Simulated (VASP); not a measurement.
Set up this calculation in VASP 6.6.1, as the native input.

```yaml
Task: single point
Functional: PBE
Potentials_or_basis: VASP PAW PBE potentials, release 64 (Ta_pv, N)
Cutoff: 520 eV
k_mesh: 9 × 9 × 9
Occupations: gaussian, width 0.1 eV
Spin: no spin polarisation
Dipole_correction: no
Further_INCAR_settings: ALGO = Normal; EDIFF = 1e-06; NBANDS = 33
```

The structure of TaN lies in POSCAR:

```
TaN
1.0
   -1.4751000492     -2.5549482314     -2.8977618661
   -1.4751000491      2.5549482314     -2.8977618661
    2.9502000983      0.0000000000     -2.8977618661
Ta N
3 3
Direct
    0.1666666667      0.5000000000      0.8333333333
    0.8333333333      0.1666666667      0.5000000000
    0.5000000000      0.8333333333      0.1666666667
    1.0000000000      0.6666666667      0.3333333333
    0.6666666667      0.3333333333      0.0000000000
    0.3333333333      0.0000000000      0.6666666667
```

The input as run:

INCAR

```
ALGO = Normal ; EDIFF = 1E-6
ENCUT = 520 ; GGA = PE
ISIF = 2 ; ISMEAR = 0
LASPH = T ; LCHARG = F
LREAL = F ; LWAVE = F
NBANDS = 33 ; NELM = 100
PREC = Accurate ; SIGMA = 0.1
```

KPOINTS

```
k-points
0
Gamma
  9 9 9
```

Potentials or basis: VASP PAW PBE potentials, release 64 (Ta_pv, N).

Run with:

```console
$ cat potpaw_PBE.64/Ta_pv/POTCAR potpaw_PBE.64/N/POTCAR > POTCAR
$ mpirun -np 1 vasp_std > vasp.out
```

It gave:

* Pressure: 0.6 GPa
* Band gap on the k mesh: zero (bands 24 and 25 overlap by 0.29 eV)

Caveat: spin-orbit coupling is left out, which moves the levels of the heavy elements.

It took 62 s on 1 thread of AMD EPYC 9R45 96-Core Processor (Zen 5), with other jobs on the host, peak memory 0.25 GiB.
